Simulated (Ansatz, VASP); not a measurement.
One calculation of Mg3HO3, two programs

INCAR

```
  PREC = Accurate
  ENCUT = 520
  EDIFF = 1E-7
  ISMEAR = 0
  SIGMA = 0.05
  LREAL = F
  LASPH = T
  NELM = 150
  ALGO = Normal
  ISIF = 2
  LWAVE = F
  LCHARG = T
  ISPIN = 2
  MAGMOM = 0 0 0 0 0 0 1
  LORBIT = 11
  LDIPOL = T
  IDIPOL = 3
  DIPOL = 0.5 0.5 0.316
  GGA = PS
  LELF = T
  LVHAR = T
  LVACPOTAV = T
  NBANDS = 26
```

The input KPOINTS:

```
regular mesh
0
Gamma
  9 9 1
```

File POSCAR:

```
Mg3HO3
1.0
    2.9804137519      0.0000000000      0.0000000000
    0.0000000000      2.9804137519      0.0000000000
    0.0000000000      0.0000000000     21.2399431533
Mg O H
3 3 1
Direct
    0.5000000000      0.5000000000      0.1883244212
    0.0000000000      0.0000000000      0.2877909891
    0.5000000000      0.5000000000      0.3857349348
    0.0000000000      0.0000000000      0.1883244212
    0.5000000000      0.5000000000      0.2873494718
    0.0000000000      0.0000000000      0.3879456312
    0.0000000000      0.0000000000      0.4835202749
```

Input for Ansatz:

```yaml
crystal:
  lattice:
    - [2.9804137519, 0.0, 0.0]
    - [0.0, 2.9804137519, 0.0]
    - [0.0, 0.0, 21.2399431533]
  atoms:
    - { symbol: Mg, position: [0.5, 0.5, 0.1883244212] }
    - { symbol: O, position: [0.0, 0.0, 0.1883244212] }
    - { symbol: Mg, position: [0.0, 0.0, 0.2877909891] }
    - { symbol: O, position: [0.5, 0.5, 0.2873494718] }
    - { symbol: Mg, position: [0.5, 0.5, 0.3857349348] }
    - { symbol: O, position: [0.0, 0.0, 0.3879456312] }
    - { symbol: H, position: [0.0, 0.0, 0.4835202749], spin: 1.0 }
basis:
  ecutwfc: 420
kpoints:
  mp_grid: { grid: [9, 9, 1] }
hamiltonian:
  xc: pbesol
  pseudopotentials: { kind: paw, azcp: { folder: soft_1 } }
scf:
  occupations: { method: gaussian, width: 0.05 }
output:
  forces: true
  eigenvalues: true
  populations: true
magnetization:
  spin_polarized: true
efield:
  axis: 3
  dipole_correction: true
  ramp_width: 0.04
```

Alike in both runs: task single point; functional PBEsol; k mesh 9 × 9 × 1; occupations gaussian, width 0.05 eV; collinear spin.

|  | VASP | Ansatz |
| --- | --- | --- |
| version | VASP 6.6.1 | Ansatz 0.2.0 |
| potentials or method | VASP PAW PBE potentials, release 64 (Mg, O, H), cutoff 520 eV | scalar-relativistic, plane waves, PAW |
| valence electrons in the cell | 25 | 49 |

```csv
,VASP,Ansatz,Ansatz less VASP
gap on the k mesh at the Fermi level (eV),0.25,0.25,+0.003
least direct gap on the mesh (eV),1.90,1.90,+0.003
rms of the force components (eV/Å),0.225,0.223,-0.0020
net moment per atom (μB),0.14,0.14,0.000
size of the moment on the site where the two differ most (μB),0.33,0.57,+0.243
```

VASP's potentials were made for PBE, not for PBEsol, and Ansatz warns of the same on its side. Site moments also hang on the region over which each program counts them. VASP's potentials hold 25 valence electrons a cell and Ansatz's 49, so a difference there can come from the potentials and not from the codes.
